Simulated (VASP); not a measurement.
Set up this calculation in VASP 6.6.1, as the native input.

```yaml
Task: single point
Functional: r2SCAN
Potentials_or_basis: VASP PAW PBE potentials, release 64 (Pb_d, O)
Cutoff: 520 eV
k_mesh: 8 × 8 × 8
Occupations: fermi-dirac, width 0.02 eV
Spin: no spin polarisation
Dipole_correction: no
Further_INCAR_settings: ALGO = Normal; EDIFF = 1e-07; NBANDS = 20
```

PbO2:

```
CELL_PARAMETERS angstrom
0.00000 2.65817 2.65817
2.65817 0.00000 2.65817
2.65817 2.65817 0.00000
ATOMIC_POSITIONS crystal
Pb 0.00000 0.00000 0.00000
O 0.25000 0.25000 0.25000
O 0.75000 0.75000 0.75000
```

One way to write it, as run:

POSCAR

```
PbO2
1.0
    0.0000000000      2.6581699560      2.6581699560
    2.6581699560      0.0000000000      2.6581699560
    2.6581699560      2.6581699560      0.0000000000
Pb O
1 2
Direct
    0.0000000000      0.0000000000      0.0000000000
    0.2500000000      0.2500000000      0.2500000000
    0.7500000000      0.7500000000      0.7500000000
```

INCAR.step1

```
PREC = Accurate
ENCUT = 520
ISMEAR = -1
SIGMA = 0.02
LREAL = F
LASPH = T
NELM = 80
NBANDS = 20
GGA = PE
ALGO = Normal
EDIFF = 1E-4
LWAVE = T
LCHARG = F
```

INCAR.step2

```
PREC = Accurate
ENCUT = 520
EDIFF = 1E-7
ISMEAR = -1
SIGMA = 0.02
LREAL = F
LASPH = T
NELM = 80
ALGO = Normal
ISIF = 2
LWAVE = F
LCHARG = T
METAGGA = R2SCAN
LMIXTAU = T
LELF = T
LVHAR = T
NBANDS = 20
ISTART = 1
```

KPOINTS

```
regular mesh
0
Gamma
  8 8 8
```

Potentials or basis: VASP PAW PBE potentials, release 64 (Pb_d, O).

Command:

```console
$ cat potpaw_PBE.64/Pb_d/POTCAR potpaw_PBE.64/O/POTCAR > POTCAR
$ cp INCAR.step1 INCAR
$ mpirun -np 1 vasp_std > vasp.out
$ cp INCAR.step2 INCAR
$ mpirun -np 1 vasp_std > vasp.out
```

Results of the run:

The pressure is 1.1 GPa and the band gap on the k mesh is zero (band 13 reaches 5.95 eV, above the bottom of band 14 at 4.60 eV).

Caveat: the PAW data sets were made with another functional, which shifts forces and pressure a little; spin-orbit coupling is left out, which moves the levels of the heavy elements.

It took 58 s on 1 thread of Intel(R) Xeon(R) Platinum 8488C (Sapphire Rapids) (shared host), peak memory 0.17 GiB.
